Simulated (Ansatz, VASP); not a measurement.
ZnS: VASP beside Ansatz

The input POSCAR:

```
ZnS
1.0
    3.8109987816      0.0000000000      0.0000000000
   -1.9054993908      3.3004217586      0.0000000000
    0.0000000000      0.0000000000      6.2340000000
Zn S
2 2
Direct
    0.2546138120      0.6666666667      0.0481231954
    0.6666666667      0.3333333333      0.5000000000
    0.3333333333      0.6666666667      0.3850000000
    0.6666666667      0.3333333333      0.8850000000
```

Contents of INCAR.step1:

```
  PREC = Accurate
  ENCUT = 520
  ISMEAR = 0
  SIGMA = 0.05
  LREAL = False
  LASPH = True
  NELM = 100
  NBANDS = 26
  GGA = PE
  ALGO = Normal
  EDIFF = 1E-4
  LWAVE = True
  LCHARG = False
```

The input INCAR.step2:

```
  PREC = Accurate
  ENCUT = 520
  EDIFF = 1E-6
  ISMEAR = 0
  SIGMA = 0.05
  LREAL = False
  LASPH = True
  NELM = 100
  ALGO = Normal
  ISIF = 2
  LWAVE = False
  LCHARG = False
  METAGGA = R2SCAN
  LMIXTAU = True
  NBANDS = 26
  ISTART = 1
```

Contents of KPOINTS:

```
Automatic mesh
0
Gamma
  6 6 4
```

Input for Ansatz:

```yaml
crystal:
  lattice:
    - [3.8109987816, 0.0, 0.0]
    - [-1.9054993908, 3.3004217586, 0.0]
    - [0.0, 0.0, 6.234]
  atoms:
    - { symbol: Zn, position: [0.254613812, 0.6666666667, 0.0481231954] }
    - { symbol: Zn, position: [0.6666666667, 0.3333333333, 0.5] }
    - { symbol: S, position: [0.3333333333, 0.6666666667, 0.385] }
    - { symbol: S, position: [0.6666666667, 0.3333333333, 0.885] }
basis:
  ecutwfc: 500
kpoints:
  mp_grid: { grid: [6, 6, 4] }
hamiltonian:
  xc: r2scan
scf:
  occupations: { method: gaussian, width: 0.05 }
output:
  forces: true
  stress: true
  eigenvalues: true
```

Alike in both runs: task single point; functional r2SCAN; k mesh 6 × 6 × 4; occupations gaussian, width 0.05 eV; no spin polarisation.

|  | VASP | Ansatz |
| --- | --- | --- |
| version | VASP 6.6.1 | Ansatz 0.2.0 |
| potentials or method | VASP PAW PBE potentials, release 64 (Zn, S), cutoff 520 eV | scalar-relativistic, plane waves, PAW |
| valence electrons in the cell | 36 | 36 |

|  | VASP | Ansatz | Ansatz less VASP |
| --- | --- | --- | --- |
| gap on the k mesh at the Fermi level (eV) | 2.26 | 2.26 | -0.001 |
| least direct gap on the mesh (eV) | 2.26 | 2.26 | -0.001 |
| pressure (GPa) | 2.2 | 2.2 | -0.08 |
| traceless stress, the component that is largest in VASP (GPa) | 3.16 | 3.11 | -0.051 |
| rms of the force components (eV/Å) | 0.955 | 0.946 | -0.0083 |

VASP's potentials were made for PBE, not for r2SCAN. Atom by atom the forces differ by 0.010 eV/Å (rms over components). With one functional, cell and mesh, what is left measures potentials, basis and numerics.
